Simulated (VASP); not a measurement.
Wanted: the native input for a VASP 6.6.1 run.

```
Task                   : single point
Functional             : PBE
Potentials or basis    : VASP PAW PBE potentials, release 64 (C)
Cutoff                 : 600 eV
k mesh                 : 10 × 10 × 10
Occupations            : fermi-dirac, width 0.05 eV
Spin                   : no spin polarisation
Dipole correction      : no
Further INCAR settings : ALGO = Normal; EDIFF = 1e-06; NBANDS = 11
```

The structure of C lies in POSCAR:

```
C
1.0
    0.0000000000      1.7858619517      1.7858619517
    1.7858619517      0.0000000000      1.7858619517
    1.7858619517      1.7858619517      0.0000000000
C
2
Direct
    0.0000000000      0.0000000000      0.0000000000
    0.2500000000      0.2500000000      0.2500000000
```

One way to write it, as run:

INCAR

```
SYSTEM = C
ALGO = Normal
EDIFF = 1E-6
ENCUT = 600
GGA = PE
GGA_COMPAT = .FALSE.
ISIF = 2
ISMEAR = -1
LASPH = .TRUE.
LCHARG = .FALSE.
LREAL = .FALSE.
LWAVE = .FALSE.
NBANDS = 11
NELM = 120
PREC = Accurate
SIGMA = 0.05
```

KPOINTS

```
k-points
0
G
  10 10 10
  0 0 0
```

Potentials or basis: VASP PAW PBE potentials, release 64 (C).

Run with:

```bash
$ cat potpaw_PBE.64/C/POTCAR > POTCAR
$ mpirun -np 1 vasp_std > vasp.out
```

It gave:

```yaml
Pressure: -0.1 GPa
Band_gap_on_the_k_mesh: 4.16 eV, indirect (least direct gap 5.58 eV)
```

It used 4.7 s of CPU time on 1 thread of AMD EPYC 9R45 (Zen 5), on a shared host.
